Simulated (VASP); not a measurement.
Here is a VASP 6.6.1 calculation.

File INCAR:

```
  PREC = Accurate
  ENCUT = 520
  EDIFF = 1E-7
  ISMEAR = 0
  SIGMA = 0.05
  LREAL = False
  LASPH = True
  NELM = 60
  ALGO = Normal
  ISIF = 2
  LWAVE = False
  LCHARG = False
  GGA = PE
  NBANDS = 24
```

KPOINTS

```
regular mesh
0
Gamma
  9 9 4
```

POSCAR

```
SrO
1.0
    3.6066365453      0.0000000000      0.0000000000
   -1.8033182727      3.1234388704      0.0000000000
    0.0000000000      0.0000000000      6.2944353951
Sr O
2 2
Direct
    0.3333333333      0.6666666667      0.2534631737
    0.6666666667      0.3333333333      0.7534631737
    0.0000000000      0.0000000000     -0.0189663906
    0.0000000000      0.0000000000      0.4810336094
```

Potentials or basis: VASP PAW PBE potentials, release 64 (Sr_sv, O).

Launch:

```console
$ cat potpaw_PBE.64/Sr_sv/POTCAR potpaw_PBE.64/O/POTCAR > POTCAR
$ mpirun -np 1 vasp_std > vasp.out
```

Q: Predict the pressure.

A: -0.9 GPa.

Q: Estimate the band gap on the k mesh.

A: 2.91 eV.

Q: Predict the largest force.

A: 0.258 eV/Å.

Forces on the atoms (eV/Å):
```
Sr   0.000  0.000 -0.258
Sr   0.000  0.000 -0.258
O    0.000  0.000  0.258
O    0.000  0.000  0.258
```

Caveat: the cell differs from its parent crystal (atoms displaced along a vibrational mode, the cell strained); an odd mesh through Γ misses points on the zone boundary, where band edges can lie.
